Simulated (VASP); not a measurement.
Mg:

```xyz
2
Lattice="3.2093 0.0000 0.0000 -1.6046 2.7793 0.0000 0.0000 0.0000 5.2103" Properties=species:S:1:pos:R:3 pbc="T T T"
Mg    0.0000    1.8529    1.3026
Mg    1.6047    0.9264    3.9077
```

| Quantity | Value |
| --- | --- |
| Program | VASP 6.6.1 |
| Task | relaxation of cell and atoms |
| Functional | LDA |
| Potentials or basis | VASP PAW LDA potentials, release 64 (Mg) |
| Cutoff | 600 eV |
| k mesh | 21 × 21 × 12 |
| Occupations | gaussian, width 0.1 eV |
| Spin | no spin polarisation |

At the start: pressure -2.8 GPa; volume 23.24 Å³/atom.

Task: Where does the relaxation end?

Result: Over 9 steps the energy falls by 16.9 meV/atom and the volume is 21.44 Å³/atom (-7.7 %); space group P6_3/mmc (No. 194, to 0.1 Å) before and after.

The path:
```
step  energy change (eV)  largest force (eV/Å)  pressure (GPa)  volume (Å³)
   1              0.0000                0.0000           -2.80        46.47
   2             -0.0313                0.0000           -0.84        43.79
   3             -0.0338                0.0000           -0.03        42.90
   4             -0.0338                0.0000            0.03        42.83
   5             -0.0338                0.0000            0.01        42.86
   6             -0.0338                0.0000           -0.01        42.88
   7             -0.0338                0.0000           -0.01        42.88
   8             -0.0338                0.0000            0.00        42.88
   9             -0.0338                0.0000            0.00        42.87
```

Final structure:
```xyz
2
Lattice="3.1241 0.0000 0.0000 -1.5620 2.7055 0.0000 0.0000 0.0000 5.0724" Properties=species:S:1:pos:R:3 pbc="T T T"
Mg    0.0000    1.8037    1.2681
Mg    1.5620    0.9018    3.8043
```
